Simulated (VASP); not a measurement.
# MnS (F-43m) in VASP: a series of runs, part 3 of 3

VASP 6.6.1. Earlier steps stand in the parts before.

## (4) Vibrations by perturbation theory, LDA, collinear spin, ferromagnetic start

Contents of INCAR:

```
SYSTEM = MnS
PREC     = Accurate       ! precision mode
ENCUT    = 500            ! plane-wave cutoff, eV
EDIFF    = 1E-8           ! SCF threshold, eV
ISMEAR   = -1             ! smearing method
SIGMA    = 0.05           ! smearing width, eV
LREAL    = .False.        ! projectors in reciprocal space
LASPH    = .True.         ! aspherical terms in the spheres
NELM     = 200            ! most SCF steps
ALGO     = Normal         ! electronic algorithm
ISIF     = 2              ! what is computed and relaxed
LWAVE    = .False.        ! write WAVECAR
LCHARG   = .False.        ! write CHGCAR
ISPIN    = 2              ! spin polarisation
MAGMOM   = 4 0            ! initial moments
LORBIT   = 11             ! projections on sites
LMAXMIX  = 4              ! l up to which the mixer works
GGA      = CA             ! functional
NBANDS   = 20             ! bands
IBRION   = 8              ! ionic algorithm
NSW      = 1              ! ionic steps
GGA_COMPAT= .False.
```

Contents of KPOINTS:

```
Automatic mesh
0
Gamma
  7 7 7
  0 0 0
```

Contents of POSCAR:

```
MnS
1.0
    0.0000000000      2.4734634191      2.4734634191
    2.4734634191      0.0000000000      2.4734634191
    2.4734634191      2.4734634191      0.0000000000
Mn S
1 1
Direct
    0.0000000000      0.0000000000      0.0000000000
    0.7500000000      0.7500000000      0.7500000000
```

Potentials or basis: VASP PAW LDA potentials, release 64 (Mn_pv, S).

Command:

```bash
cat potpaw_LDA.64/Mn_pv/POTCAR potpaw_LDA.64/S/POTCAR > POTCAR
mpirun -np 1 vasp_std > vasp.out
```

OUTCAR:

```text
SYSTEM = MnS
   PREC = Accurate
   ENCUT = 500
   EDIFF = 1E-8
   ISMEAR = -1
   LREAL = .False.
   LASPH = .True.
   NELM = 200
   ISIF = 2
   ISPIN = 2
   LORBIT = 11
   GGA = CA
   IBRION = 8
   NSW = 1

 ion  position               nearest neighbor table
   1  0.000  0.000  0.000-   2 2.14   2 2.14   2 2.14   2 2.14
   2  0.750  0.750  0.750-   1 2.14   1 2.14   1 2.14   1 2.14

  LATTYP: Found a face centered cubic cell.
 ALAT       =     4.9469268382

  Lattice vectors:

 A1 = (   0.0000000000,   2.4734634191,   2.4734634191)
 A2 = (   2.4734634191,   0.0000000000,   2.4734634191)
 A3 = (   2.4734634191,   2.4734634191,   0.0000000000)

Analysis of symmetry for initial positions (statically):
=====================================================================
 Subroutine PRICEL returns:
 Original cell was already a primitive cell.

 Routine SETGRP: Setting up the symmetry group for a
 face centered cubic supercell.

[... 1170 lines left out ...]
  y     0.00000     0.00000     0.00000     0.00000     0.00000    13.23909
  z     0.00000     0.00000     0.00000    13.23909     0.00000     0.00000

 SECOND DERIVATIVES (NOT SYMMETRIZED)
 ------------------------------------
               1X          1Y          1Z          2X          2Y          2Z
  1X   -12.694038    0.000000    0.000000   12.694038    0.000000    0.000000
  1Y     0.000000  -12.694038    0.000000    0.000000   12.694038    0.000000
  1Z     0.000000    0.000000  -12.694038    0.000000    0.000000   12.694038
  2X    12.718579    0.000000    0.000000  -12.718579    0.000000    0.000000
  2Y     0.000000   12.718579    0.000000    0.000000  -12.718579    0.000000
  2Z     0.000000    0.000000   12.718579    0.000000    0.000000  -12.718579

 Eigenvectors and eigenvalues of the dynamical matrix
 ----------------------------------------------------

   1 f  =   12.385866 THz    77.822692 2PiTHz  413.148023 cm-1    51.223803 meV
             X         Y         Z           dx          dy          dz
      0.000000  0.000000  0.000000    -0.606719    0.000000    0.000000
      3.710195  3.710195  3.710195     0.794916    0.000000    0.000000
[... 21 lines left out ...]
   6 f/i=    0.005769 THz     0.036245 2PiTHz    0.192418 cm-1     0.023857 meV
             X         Y         Z           dx          dy          dz
      0.000000  0.000000  0.000000    -0.794916    0.000000    0.000000
      3.710195  3.710195  3.710195    -0.606719    0.000000    0.000000

--------------------------------------------------------------------------------------------------------

 ELASTIC MODULI CONTR FROM IONIC RELAXATION (kBar)
 Direction    XX          YY          ZZ          XY          YZ          ZX
 --------------------------------------------------------------------------------
 XX          -0.0000      0.0000     -0.0000      0.0000     -0.0000      0.0000
 YY           0.0000     -0.0000     -0.0000     -0.0000     -0.0000     -0.0000
 ZZ          -0.0000     -0.0000     -0.0000     -0.0000     -0.0000      0.0000
 XY           0.0000     -0.0000     -0.0000   -671.2144      0.0000      0.0000
 YZ          -0.0000     -0.0000     -0.0000      0.0000   -671.2144      0.0000
 ZX           0.0000     -0.0000      0.0000      0.0000      0.0000   -671.2144
 --------------------------------------------------------------------------------

 total charge

# of ion       s       p       d       tot
------------------------------------------
    1        0.353   6.311   5.390  12.054
    2        1.321   2.408   0.000   3.729
--------------------------------------------------
tot          1.674   8.719   5.390  15.783

 magnetization (x)

# of ion       s       p       d       tot
------------------------------------------
    1        0.005   0.002   0.152   0.158
    2       -0.000  -0.004   0.000  -0.004
--------------------------------------------------
tot          0.004  -0.002   0.152   0.154
```

stdout:

```text
POSCAR found type information on POSCAR MnS
 POSCAR found :  2 types and       2 ions
 scaLAPACK will be used
 LDA part: xc-table for (Slater(with rela. corr.)+CA(PZ))
 , standard interpolation
 POSCAR, INCAR and KPOINTS ok, starting setup
 FFT: planning ... GRIDC
 FFT: planning ... GRID_SOFT
 FFT: planning ... GRID
 WAVECAR not read
 entering main loop
 Linear response reoptimize wavefunctions to high precision
 Linear response DOF=           2
 Linear response progress:
 first order change of Fermi-energy   0.11131E-02
 force on displaced ion       1 direction 1 : -12.694  -0.000  -0.000
 Linear response progress:
 first order change of Fermi-energy  -0.42809E-03
 force on displaced ion       2 direction 1 : -12.719  -0.000  -0.000
 Linear response finished
```

Run time: 2.2 min. Hardware: 1 thread of Intel Xeon 6975P-C (Granite Rapids), shared host; peak memory 0.27 GiB.

Results:

| Quantity | Value |
| --- | --- |
| Net moment | 0.17 μB per cell |
| Site moments | Mn +0.16; S -0.00 μB |
| Valence electrons inside the program's atomic spheres | Mn 12.05; S 3.73 |
| Highest phonon frequency at Γ, LO-TO splitting left out | 413 cm⁻¹ |

Phonon frequencies in cm⁻¹ (negative: imaginary):
| q point | frequencies |
| --- | --- |
| (0.000, 0.000, 0.000) | 0 0 0 413 413 413 |

Caveat: the cell wasn't relaxed at this level first, which shifts response properties; the moment fell far below its start of 4 μB, so a state of higher moment may lie lower in energy.

## (5) Elastic constants, LDA, collinear spin, ferromagnetic start

Contents of INCAR:

```
  PREC = Accurate
  ENCUT = 600
  EDIFF = 1E-8
  ISMEAR = -1
  SIGMA = 0.05
  LREAL = False
  LASPH = True
  NELM = 150
  ALGO = Normal
  ISIF = 3
  LWAVE = False
  LCHARG = True
  ISPIN = 2
  MAGMOM = 4 0
  LORBIT = 11
  LMAXMIX = 4
  GGA = CA
  NBANDS = 20
  IBRION = 6
  NFREE = 2
  POTIM = 0.015
  NSW = 1
```

Contents of KPOINTS:

```
regular mesh
0
Gamma
  7 7 7
```

POSCAR is that of step 4.

Command:

```bash
cat potpaw_LDA.64/Mn_pv/POTCAR potpaw_LDA.64/S/POTCAR > POTCAR
mpirun -np 1 vasp_std > vasp.out
```

Wall time 13 min (1 thread of AMD EPYC 9R45 (Zen 5), shared host); peak memory 0.28 GiB.

The run converged. Its results:

| Quantity | Value |
| --- | --- |
| Net moment | 0.16 μB per cell |
| Site moments | Mn +0.16; S -0.00 μB |
| Valence electrons inside the program's atomic spheres | Mn 12.03; S 3.73 |
| Elastic constants C11, C12, C44 | 133, 140, 20 GPa |
| Voigt bulk modulus | 137 GPa |
| Highest phonon frequency at Γ, LO-TO splitting left out | 413 cm⁻¹ |

Phonon frequencies in cm⁻¹ (negative: imaginary):
```tsv
q point	frequencies
(0.000, 0.000, 0.000)	0 0 0 413 413 413
```

Elastic tensor in Voigt notation (GPa, in the Cartesian axes of the cell as first typed):
```
133 140 140   0   0   0
140 133 140   0   0   0
140 140 133   0   0   0
  0   0   0  20   0   0
  0   0   0   0  20   0
  0   0   0   0   0  20
```

Clamped-ion elastic tensor (GPa):
```
133 140 140   0   0   0
140 133 140   0   0   0
140 140 133   0   0   0
  0   0   0  99   0   0
  0   0   0   0  99   0
  0   0   0   0   0  99
```

Caveat: the cell is under stress, which shifts elastic constants; the elastic tensor has a negative eigenvalue, so either the cell is unstable as it stands or the mesh is too thin; the moment fell far below its start of 4 μB, so a state of higher moment may lie lower in energy.

## (6) Summary

| task | level | potentials or basis | U | cell | k mesh | cutoff (eV) | ions in elastic constants | gap on the mesh (eV) | pressure (GPa) | moment (μB) | relaxed volume (Å³/atom) |
| --- | --- | --- | --- | --- | --- | --- | --- | --- | --- | --- | --- |
| relaxation of cell and atoms | PBE+U | VASP PAW PBE potentials, release 64 (Mn_pv, S) | Mn d U = 1.0 eV | relaxed | 9 × 9 × 9 | 600 | - | none | 0.0 | 0.10 | 15.57 |
| relaxation of cell and atoms | r2SCAN+U | VASP PAW PBE potentials, release 64 (Mn_pv, S) | Mn d U = 1.0 eV | relaxed | 9 × 9 × 9 | 600 | - | 1.17 | 0.0 | 5.00 | 22.74 |
| vibrations by perturbation theory | LDA | VASP PAW LDA potentials, release 64 (Mn_pv, S) | - | as given | 7 × 7 × 7 | 500 | - | - | - | 0.17 | - |
| elastic constants | LDA | VASP PAW LDA potentials, release 64 (Mn_pv, S) | - | as given | 7 × 7 × 7 | 600 | relaxed | - | - | 0.16 | - |

Alike in all rows: spin collinear, ferromagnetic start; smearing fermi-dirac 0.05 eV.

Caveats: the moment fell far below its start of 4 μB, so a state of higher moment may lie lower in energy (some runs); the electronic state changed during the relaxation (some runs); the volume moved by over 15 % at a fixed basis, so the end points are rough (some runs); the PAW data sets were made with another functional, which shifts forces and pressure a little (some runs); a cell with one magnetic atom can't hold antiferromagnetic order, which such compounds often take (some runs); the cell wasn't relaxed at this level first, which shifts response properties (some runs); the cell is under stress, which shifts elastic constants (some runs).

Absolute energies hang on the potentials; compare differences alone.
